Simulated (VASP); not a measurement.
Set up this calculation in VASP 6.6.1, as the native input.

| Item | Value |
| --- | --- |
| Task | single point |
| Functional | LDA |
| Potentials or basis | VASP PAW LDA potentials, release 64 (Os) |
| Cutoff | 520 eV |
| k mesh | 3 × 3 × 2 |
| Occupations | fermi-dirac, width 0.1 eV |
| Spin | no spin polarisation |
| Dipole correction | no |
| Further INCAR settings | ALGO = Normal; EDIFF = 1e-06; NBANDS = 15 |

The structure of Os lies in POSCAR:

```
Os
1.0
    2.7175247593      0.0000000000      0.0000000000
   -1.3587623796      2.3534454770      0.0000000000
    0.0000000000      0.0000000000      4.2844606214
Os
2
Direct
    0.3333333333      0.6666666667      0.2500000000
    0.6666666667      0.3333333333      0.7500000000
```

One way to write it, as run:

INCAR

```
ALGO = Normal
EDIFF = 1E-6
ENCUT = 520
ISIF = 2
ISMEAR = -1
LASPH = T
LCHARG = F
LREAL = F
LWAVE = F
NBANDS = 15
NELM = 60
PREC = Accurate
SIGMA = 0.1
```

KPOINTS

```
k-points
0
Gamma
  3 3 2
```

Potentials or basis: VASP PAW LDA potentials, release 64 (Os).

Launch:

```console
$ cat potpaw_LDA.64/Os/POTCAR > POTCAR
$ mpirun -np 1 vasp_std > vasp.out
```

It gave:

```
Pressure               : 11.8 GPa
Band gap on the k mesh : zero (band 8 reaches 11.21 eV, above the bottom of band 9 at 8.05 eV)
```

Caveat: the k points lie up to 0.89 Å⁻¹ apart; spin-orbit coupling is left out, which moves the levels of the heavy elements.

It took 2.5 s on 1 thread of Intel Xeon 6975P-C, on a shared host, peak memory 0.12 GiB.
